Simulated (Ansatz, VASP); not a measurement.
## One calculation of C, two programs

Contents of INCAR:

```
ALGO = Normal
EDIFF = 1E-6
ENCUT = 520
GGA = RE
ISIF = 2
ISMEAR = -1
LASPH = True
LCHARG = False
LREAL = False
LWAVE = False
NBANDS = 11
NELM = 80
PREC = Accurate
SIGMA = 0.05
```

The input KPOINTS:

```
k-points
0
Gamma
  13 13 13
```

The input POSCAR:

```
C
1.0
    0.0000000000      1.8158035534      1.8158035534
    1.8158035534      0.0000000000      1.8158035534
    1.8158035534      1.8158035534      0.0000000000
C
2
Direct
    0.5000000000      0.5000000000      0.5000000000
    0.7500000000      0.7500000000      0.7500000000
```

Input for Ansatz:

```yaml
crystal:
  lattice:
    - [0.0, 1.8158035534, 1.8158035534]
    - [1.8158035534, 0.0, 1.8158035534]
    - [1.8158035534, 1.8158035534, 0.0]
  atoms:
    - { symbol: C, position: [0.5, 0.5, 0.5] }
    - { symbol: C, position: [0.75, 0.75, 0.75] }
hamiltonian:
  xc: revpbe
  pseudopotentials:
    kind: paw
    azcp:
      C: "pseudopotentials/C.paw.azcp"
basis:
  ecutwfc: 420
  fft_grid_basis: typed
kpoints:
  mp_grid: { grid: [13, 13, 13], shift: [0, 0, 0] }
magnetization:
  spin_polarized: false
scf:
  occupations: { method: fermi_dirac, width: 0.05 }
  lower_state_search: "off"
output:
  stress: true
```

Alike in both runs: task single point; functional revPBE; k mesh 13 × 13 × 13; occupations fermi-dirac, width 0.05 eV; no spin polarisation.

|  | VASP | Ansatz |
| --- | --- | --- |
| version | VASP 6.6.1 | Ansatz 0.2.0 |
| potentials or method | VASP PAW PBE potentials, release 64 (C), cutoff 520 eV | plane waves (420 eV) with PAW, scalar-relativistic |
| valence electrons in the cell | 8 | 8 |

|  | VASP | Ansatz | Ansatz less VASP |
| --- | --- | --- | --- |
| pressure (GPa) | -15.0 | -15.4 | -0.39 |

VASP's potentials were made for PBE, not for revPBE. With one functional, cell and mesh, what is left measures potentials, basis and numerics.
